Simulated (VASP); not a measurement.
Na:

```xyz
1
Lattice="-2.1410 2.1410 2.1410 2.1410 -2.1410 2.1410 2.1410 2.1410 -2.1410" Properties=species:S:1:pos:R:3 pbc="T T T"
Na    0.0000    0.0000    0.0000
```

```yaml
Program: VASP 6.6.1
Task: relaxation of cell and atoms
Functional: PBE
Potentials_or_basis: VASP PAW PBE potentials, release 64 (Na_pv)
Cutoff: 600 eV
k_mesh: 14 × 14 × 14
Occupations: gaussian, width 0.1 eV
Spin: no spin polarisation
```

At the start: pressure -0.4 GPa; volume 39.26 Å³/atom.

Question: Where does the relaxation end?

Answer: Over 11 steps the energy falls by 3.2 meV/atom and the volume is 36.87 Å³/atom (-6.1 %); space group Im-3m (No. 229, to 0.05 Å).

Step by step:
```csv
step,energy change (eV),largest force (eV/Å),pressure (GPa),volume (Å³)
1,0.0000,0.0000,-0.41,39.26
2,-0.0013,0.0000,-0.31,38.69
3,-0.0023,0.0000,-0.21,38.14
4,-0.0032,0.0000,-0.15,37.06
5,-0.0004,0.0000,0.54,34.97
6,-0.0031,0.0000,0.15,36.57
7,-0.0032,0.0000,-0.08,36.82
8,-0.0031,0.0000,0.08,36.73
9,-0.0032,0.0000,-0.05,36.89
10,-0.0032,0.0000,0.04,36.85
11,-0.0032,0.0000,0.01,36.87
```

Final structure:
```cif
data_structure
_symmetry_space_group_name_H-M 'P 1'
_symmetry_Int_Tables_number 1
_cell_length_a 3.6315
_cell_length_b 3.6315
_cell_length_c 3.6315
_cell_angle_alpha 109.471
_cell_angle_beta 109.471
_cell_angle_gamma 109.471
_cell_volume 36.87
loop_
_atom_site_label
_atom_site_type_symbol
_atom_site_fract_x
_atom_site_fract_y
_atom_site_fract_z
_atom_site_occupancy
Na1 Na 0.00000 0.00000 0.00000 1
```
